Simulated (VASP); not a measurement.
# K (Pm-3n) in VASP: further runs

Runs on K. Level: PBEsol. Tasks: single point, relaxation of cell and atoms.

Everything below comes from runs of VASP 6.6.1. Logs are shortened: lines on timing, memory, paths and dates and some standing lists are left out, and cuts for length are marked.

## 1. The cell of the first run

The structure is cubic, space group Pm-3n (No. 223). The conventional cell has a = 8.294 Å, b = 8.294 Å, c = 8.294 Å, α = 90.00°, β = 90.00°, γ = 90.00°. K (site symmetry -4m2) has 14 K at 4.15 to 5.08 Å within 5.4 Å.

## 2. Single point, PBEsol

File INCAR:

```
SYSTEM = K
  PREC = Accurate
  ENCUT = 520
  EDIFF = 1E-6
  ISMEAR = -1
  SIGMA = 0.1
  LREAL = .False.
  LASPH = .True.
  NELM = 100
  ALGO = Normal
  ISIF = 2
  LWAVE = .False.
  LCHARG = .False.
  GGA = PS
  NBANDS = 46
```

File KPOINTS:

```
Automatic mesh
0
Gamma
  3 3 3
  0 0 0
```

File POSCAR:

```
K
1.0
    8.2941704965      0.0000000000      0.0000000000
    0.0000000000      8.2941704965      0.0000000000
    0.0000000000      0.0000000000      8.2941704965
K
8
Direct
    0.0000000000      0.0000000000      0.0000000000
    0.5000000000      0.5000000000      0.5000000000
    0.2500000000      0.0000000000      0.5000000000
    0.7500000000      0.0000000000      0.5000000000
    0.5000000000      0.2500000000      0.0000000000
    0.5000000000      0.7500000000      0.0000000000
    0.0000000000      0.5000000000      0.2500000000
    0.0000000000      0.5000000000      0.7500000000
```

Potentials or basis: VASP PAW PBE potentials, release 64 (K_sv).

On the command line:

```sh
> cat potpaw_PBE.64/K_sv/POTCAR > POTCAR
> mpirun -np 1 vasp_std > vasp.out
```

OUTCAR:

```text
SYSTEM = K
   PREC = Accurate
   ENCUT = 520
   EDIFF = 1E-6
   ISMEAR = -1
   LREAL = .False.
   LASPH = .True.
   NELM = 100
   ISIF = 2
   GGA = PS

 ion  position               nearest neighbor table
   1  0.000  0.000  0.000-
   2  0.500  0.500  0.500-
   3  0.250  0.000  0.500-
   4  0.750  0.000  0.500-
   5  0.500  0.250  0.000-
   6  0.500  0.750  0.000-
   7  0.000  0.500  0.250-
   8  0.000  0.500  0.750-

  LATTYP: Found a simple cubic cell.
 ALAT       =     8.2941704965

  Lattice vectors:

 A1 = (   8.2941704965,   0.0000000000,   0.0000000000)
 A2 = (   0.0000000000,   8.2941704965,   0.0000000000)
 A3 = (   0.0000000000,   0.0000000000,   8.2941704965)

Analysis of symmetry for initial positions (statically):
=====================================================================
 Subroutine PRICEL returns:
 Original cell was already a primitive cell.

 Routine SETGRP: Setting up the symmetry group for a
 simple cubic supercell.

 Subroutine GETGRP returns: Found 48 space group operations
 (whereof 24 operations were pure point group operations)
 out of a pool of 48 trial point group operations.

The static configuration has the point symmetry T_h .
 The point group associated with its full space group is O_h .

Analysis of symmetry for dynamics (positions and initial velocities):
=====================================================================
 Subroutine PRICEL returns:
 Original cell was already a primitive cell.

 Routine SETGRP: Setting up the symmetry group for a
 simple cubic supercell.

 Subroutine GETGRP returns: Found 48 space group operations
 (whereof 24 operations were pure point group operations)
 out of a pool of 48 trial point group operations.

The dynamic configuration has the point symmetry T_h .
 The point group associated with its full space group is O_h .

 Subroutine INISYM returns: Found 48 space group operations
 (whereof 24 operations are pure point group operations),
 and found     1 'primitive' translations

----------------------------------------------------------------------------------------

                                     Primitive cell

  volume of cell :     570.5831

  direct lattice vectors                    reciprocal lattice vectors
     8.294170496  0.000000000  0.000000000     0.120566608  0.000000000  0.000000000
     0.000000000  8.294170496  0.000000000     0.000000000  0.120566608  0.000000000
     0.000000000  0.000000000  8.294170496     0.000000000  0.000000000  0.120566608

  length of vectors
     8.294170496  8.294170496  8.294170496     0.120566608  0.120566608  0.120566608

  position of ions in fractional coordinates (direct lattice)
     0.000000000  0.000000000  0.000000000
     0.500000000  0.500000000  0.500000000
     0.250000000  0.000000000  0.500000000
     0.750000000  0.000000000  0.500000000
     0.500000000  0.250000000  0.000000000
     0.500000000  0.750000000  0.000000000
     0.000000000  0.500000000  0.250000000
     0.000000000  0.500000000  0.750000000

  ion indices of the primitive-cell ions
   primitive index   ion index
                 1           1
                 2           2
                 3           3
                 4           4
                 5           5
                 6           6
                 7           7
                 8           8

----------------------------------------------------------------------------------------

 KPOINTS: Automatic mesh

Automatic generation of k-mesh.
 Grid dimensions read from file:
 generate k-points for:    3    3    3

 Generating k-lattice:

  Cartesian coordinates                     Fractional coordinates (reciprocal lattice)
     0.040188869  0.000000000  0.000000000     0.333333333  0.000000000  0.000000000
     0.000000000  0.040188869  0.000000000     0.000000000  0.333333333  0.000000000
     0.000000000  0.000000000  0.040188869     0.000000000  0.000000000  0.333333333

  Length of vectors
     0.040188869  0.040188869  0.040188869

  Shift w.r.t. Gamma in fractional coordinates (k-lattice)
     0.000000000  0.000000000  0.000000000

 Subroutine IBZKPT returns following result:
 ===========================================

 Found      4 irreducible k-points:

 Following reciprocal coordinates:
            Coordinates               Weight
  0.000000  0.000000  0.000000      1.000000
  0.333333  0.000000  0.000000      6.000000
  0.333333  0.333333  0.000000     12.000000
  0.333333  0.333333  0.333333      8.000000
   k-points           NKPTS =      4   k-points in BZ     NKDIM =      4   number of bands    NBANDS=     46
   number of dos      NEDOS =    301   number of ions     NIONS =      8
   total plane-waves  NPLWV = 262144
   dimension x,y,z NGX =    64 NGY =   64 NGZ =   64
   dimension x,y,z NGXF=   128 NGYF=  128 NGZF=  128
   ions per type =               8
   NGX,Y,Z   is equivalent  to a cutoff of  12.83, 12.83, 12.83 a.u.
   NGXF,Y,Z  is equivalent  to a cutoff of  25.66, 25.66, 25.66 a.u.
 SYSTEM =  K
   PREC   = accura    normal or accurate (medium, high low for compatibility)
   ISTART =      0    job   : 0-new  1-cont  2-samecut
   ICHARG =      2    charge: 1-file 2-atom 10-const
   ISPIN  =      1    spin polarized calculation?
   LNONCOLLINEAR =      F non collinear calculations
   LSORBIT =      F    spin-orbit coupling
   LASPH  =      T    aspherical Exc in radial PAW
   ENCUT  =  520.0 eV  38.22 Ry    6.18 a.u.  15.42 15.42 15.42*2*pi/ulx,y,z
   NELM   =    100;   NELMIN=  2; NELMDL= -5     # of ELM steps
   EDIFF  = 0.1E-05   stopping-criterion for ELM
   LREAL  =      F    real-space projection
   EDIFFG = 0.1E-04   stopping-criterion for IOM
   NSW    =      0    number of steps for IOM
   IBRION =     -1    ionic relax: 0-MD 1-quasi-New 2-CG
   NFREE  =      0    steps in history (QN), initial steepest desc. (CG)
   ISIF   =      2    stress and relaxation
   ISYM   =      2    0-nonsym 1-usesym 2-fastsym
   POTIM  = 0.5000    time-step for ionic-motion
   TEBEG  =    0.0;   TEEND  =   0.0 temperature during run
   PSTRESS=    0.0 pullay stress
   NELECT =      72.0000    total number of electrons
   NUPDOWN=      -1.0000    fix difference up-down
   EMIN   =  10.00;   EMAX   =-10.00  energy-range for DOS
   EFERMI =   0.00;   METHOD = LEGACY
   ISMEAR =    -1;   SIGMA  =   0.10  broadening in eV -4-tet -1-fermi 0-gaus
   EFERMI_NEDOS =   21; number of points for ismear=-14 and -15
   IALGO  =     38    algorithm
   IMIX   =      4    mixing-type and parameters
     AMIX     =   0.40;   BMIX     =  1.00
     AMIX_MAG =   1.60;   BMIX_MAG =  1.00
  volume/ion in A,a.u.               =      71.32       481.31
  Fermi-wavevector in a.u.,A,eV,Ry     =   0.821131  1.551714  9.173822  0.674257
  Thomas-Fermi vector in A             =   1.932236
   LORBIT       =      0    0 simple, 1 ext, 2 COOP (PROOUT), +10 PAW based schemes
   GGA     = PS    functional components
   LHFCALC =     F    Hartree Fock is set to
   AEXX    =    0.0000 exact exchange contribution
   IVDW    =     0    specifies the selected vdW correction
   LEPSILON=     F    determine dielectric tensor
   LRPA    =     F    only Hartree local field effects (RPA)
 non-spin polarized calculation
  energy-cutoff  :      520.00
  volume of cell :      570.58
 maximum number of plane-waves:     15419
 NGX is ok and might be reduce to    64
   NGX = 31   NGY = 31   NGZ = 31

 number of electron      72.0000011 magnetization

 Free energy of the ion-electron system (eV)
  ---------------------------------------------------
  ext. energy  EPLUGINS =         0.00000000
  ---------------------------------------------------
  free energy    TOTEN  =        -9.03281275 eV

  energy without entropy =       -8.78358089  energy(sigma->0) =       -8.90819682

 E-fermi :  -0.0432     XC(G=0):  -5.7716

 val. band max:       -0.0850993137   @ k =   0.0000   0.0000   0.0000
 cond. band min:      -0.0305136444   @ k =   0.3333   0.3333   0.3333
 fundamental gap:      0.0545856693
 Fermi energy:        -0.0431761415

 k-point     1 :       0.0000    0.0000    0.0000
  band No.  band energies     occupation
      1     -32.0861      2.00000
      2     -32.0838      2.00000
      3     -32.0838      2.00000
      4     -32.0788      2.00000
      5     -32.0778      2.00000
      6     -32.0773      2.00000
[... 38 lines left out ...]
     45       1.5894      0.00000
     46       1.6821      0.00000

 k-point     2 :       0.3333    0.0000    0.0000
  band No.  band energies     occupation
      1     -32.0852      2.00000
      2     -32.0841      2.00000
      3     -32.0825      2.00000
      4     -32.0796      2.00000
      5     -32.0781      2.00000
      6     -32.0780      2.00000
[... 38 lines left out ...]
     45       1.7381      0.00000
     46       1.7381      0.00000

 k-point     3 :       0.3333    0.3333    0.0000
  band No.  band energies     occupation
      1     -32.0845      2.00000
      2     -32.0831      2.00000
      3     -32.0823      2.00000
      4     -32.0796      2.00000
      5     -32.0792      2.00000
      6     -32.0782      2.00000
[... 38 lines left out ...]
     45       1.5390      0.00000
     46       1.6003      0.00000

 k-point     4 :       0.3333    0.3333    0.3333
  band No.  band energies     occupation
      1     -32.0831      2.00000
      2     -32.0824      2.00000
      3     -32.0824      2.00000
      4     -32.0795      2.00000
      5     -32.0791      2.00000
      6     -32.0791      2.00000
[... 38 lines left out ...]
     45       2.0057      0.00000
     46       2.1147      0.00000

------------------------ aborting loop because EDIFF is reached ----------------------------------------

  FORCE on cell =-STRESS in cart. coord.  units (eV):
  Direction    XX          YY          ZZ          XY          YZ          ZX
  --------------------------------------------------------------------------------------
  -------------------------------------------------------------------------------------
  Total        0.0811340      0.0811340      0.0811340      0.0000000     -0.0000000     -0.0000000
  in kB        0.2278214      0.2278214      0.2278214      0.0000000     -0.0000000     -0.0000000
  external PRESSURE =       0.2278214 kB  Pullay stress =       0.0000000 kB

 VOLUME and BASIS-vectors are now :
 -----------------------------------------------------------------------------
  energy-cutoff  :      520.00
  volume of cell :      570.58
      direct lattice vectors                 reciprocal lattice vectors
     8.294170496  0.000000000  0.000000000     0.120566608  0.000000000  0.000000000
     0.000000000  8.294170496  0.000000000     0.000000000  0.120566608  0.000000000
     0.000000000  0.000000000  8.294170496     0.000000000  0.000000000  0.120566608

 POSITION                                       TOTAL-FORCE (eV/Angst)
 -----------------------------------------------------------------------------------
      0.00000      0.00000      0.00000        -0.000000      0.000000      0.000000
      4.14709      4.14709      4.14709        -0.000000      0.000000      0.000000
      2.07354      0.00000      4.14709         0.000000     -0.000000     -0.000000
      6.22063      0.00000      4.14709        -0.000000      0.000000      0.000000
      4.14709      2.07354      0.00000        -0.000000     -0.000000      0.000000
      4.14709      6.22063      0.00000         0.000000      0.000000     -0.000000
      0.00000      4.14709      2.07354        -0.000000      0.000000      0.000000
      0.00000      4.14709      6.22063         0.000000     -0.000000     -0.000000
 -----------------------------------------------------------------------------------
    total drift:                                0.000000     -0.000000      0.000000

  FREE ENERGIE OF THE ION-ELECTRON SYSTEM (eV)
  ---------------------------------------------------
  free  energy   TOTEN  =        -9.0328127516 eV

  energy  without entropy=       -8.7835808930  energy(sigma->0) =       -8.90819682
```

Wall time 54 s (1 thread of Intel Xeon 6975P-C (Granite Rapids), shared host); peak memory 0.54 GiB.

Results:

| Item | Value |
| --- | --- |
| Free energy | -9.0328 eV |
| Pressure | 0.0 GPa |
| Band gap on the k mesh | zero (bands 36 and 37 overlap by 0.18 eV) |

Caveat: the PAW data sets were made with another functional, which shifts forces and pressure a little.

## 3. Single point, PBEsol

File INCAR:

```
ALGO     = Normal         # electronic algorithm
EDIFF    = 1E-7           # SCF threshold, eV
ENCUT    = 520            # plane-wave cutoff, eV
GGA      = PS             # functional
ISIF     = 2              # what is computed and relaxed
ISMEAR   = -1             # smearing method
LASPH    = T              # aspherical terms in the spheres
LCHARG   = F              # write CHGCAR
LREAL    = F              # projectors in reciprocal space
LWAVE    = F              # write WAVECAR
NBANDS   = 46             # bands
NELM     = 100            # most SCF steps
PREC     = Accurate       # precision mode
SIGMA    = 0.1            # smearing width, eV
```

File KPOINTS:

```
k-points
0
Gamma
  4 4 4
```

POSCAR is that of step 2.

Potentials or basis: VASP PAW PBE potentials, release 64 (K_sv).

On the command line:

```sh
> cat potpaw_PBE.64/K_sv/POTCAR > POTCAR
> mpirun -np 1 vasp_std > vasp.out
```

It took 2.7 min on 1 thread of Intel Xeon 6975P-C (Granite Rapids), shared host; peak memory 0.61 GiB.

It converged, with:

```
Free energy            : -9.0840 eV
Pressure               : 0.0 GPa
Band gap on the k mesh : zero (bands 36 and 37 overlap by 0.92 eV)
```

Levels at points of the mesh, in eV from the Fermi level:
```csv
k point,band 32,band 33,band 34,band 35,band 36,band 37,band 38,band 39,band 40,band 41
"(0.00, 0.00, 0.00)",-15.51,-2.22,-0.02,-0.02,0.00,0.13,0.13,0.13,1.59,1.59
"(0.50, 0.00, 0.00)",-15.51,-1.60,-1.60,0.46,0.46,0.49,0.49,0.59,0.59,0.63
"(0.50, 0.50, 0.00)",-15.51,-1.02,-1.02,-1.02,-1.01,0.82,0.89,0.92,0.92,1.02
"(0.50, 0.50, 0.50)",-15.52,-0.47,-0.47,-0.46,-0.46,-0.46,-0.46,-0.46,-0.46,2.46
```

Caveat: the PAW data sets were made with another functional, which shifts forces and pressure a little.

## 4. Relaxation of cell and atoms, PBEsol

File INCAR:

```
  PREC = Accurate
  ENCUT = 600
  EDIFF = 1E-6
  ISMEAR = -1
  SIGMA = 0.1
  LREAL = False
  LASPH = True
  NELM = 100
  ALGO = Normal
  ISIF = 3
  LWAVE = False
  LCHARG = False
  GGA = PS
  IBRION = 2
  NSW = 80
  EDIFFG = -0.01
```

File KPOINTS:

```
regular mesh
0
Gamma
  3 3 3
```

POSCAR is that of step 3.

On the command line:

```sh
> cat potpaw_PBE.64/K_sv/POTCAR > POTCAR
> mpirun -np 1 vasp_std > vasp.out
```

It took 3.3 min on 1 thread of Intel Xeon 6975P-C (Granite Rapids), shared host; peak memory 0.76 GiB.

It converged, with:

```
Free energy                           : -9.0335 eV
Relaxed volume                        : 71.94 Å³/atom
Relaxed cell                          : a = 8.318 Å, b = 8.318 Å, c = 8.318 Å, α = 90.00°, β = 90.00°, γ = 90.00°
Space group after relaxing (to 0.1 Å) : Pm-3n (No. 223)
Energy gained by relaxing             : 0.1 meV/atom
Ionic steps                           : 3
Pressure after relaxing               : 0.0 GPa
Band gap on the k mesh                : zero (bands 36 and 37 overlap by 0.18 eV)
```

The path:
```tsv
step	energy change (eV)	largest force (eV/Å)	pressure (GPa)	volume (Å³)
1	0.0000	0.0000	0.03	570.58
2	-0.0002	0.0000	0.03	571.81
3	-0.0006	0.0000	0.00	575.51
```

Final structure:
```xyz
8
Lattice="8.3180 0.0000 0.0000 0.0000 8.3180 0.0000 0.0000 0.0000 8.3180" Properties=species:S:1:pos:R:3 pbc="T T T"
K     0.0000    0.0000    0.0000
K     4.1590    4.1590    4.1590
K     2.0795    0.0000    4.1590
K     6.2385    0.0000    4.1590
K     4.1590    2.0795    0.0000
K     4.1590    6.2385    0.0000
K     0.0000    4.1590    2.0795
K     0.0000    4.1590    6.2385
```

Levels at points of the mesh, in eV from the Fermi level:
| k point | band 34 | band 35 | band 36 | band 37 | band 38 | band 39 |
| --- | --- | --- | --- | --- | --- | --- |
| (0.00, 0.00, 0.00) | -0.06 | -0.06 | -0.04 | 0.09 | 0.09 | 0.09 |

Caveat: the PAW data sets were made with another functional, which shifts forces and pressure a little.

## 5. The runs side by side

| task | cell | k mesh | cutoff (eV) | gap on the mesh (eV) | pressure (GPa) |
| --- | --- | --- | --- | --- | --- |
| single point | as given | 3 × 3 × 3 | 520 | none | 0.0 |
| single point | as given | 4 × 4 × 4 | 520 | none | 0.0 |
| relaxation of cell and atoms | relaxed | 3 × 3 × 3 | 600 | none | 0.0 |

Alike in all rows: level PBEsol; potentials or basis VASP PAW PBE potentials, release 64 (K_sv); no spin polarisation; smearing fermi-dirac 0.1 eV.

Caveats: the PAW data sets were made with another functional, which shifts forces and pressure a little.

Total energies depend on the potentials used, so only differences within one code and one set of settings carry meaning.

The gap in the log of VASP goes by the Fermi energy; the results here count the filled bands.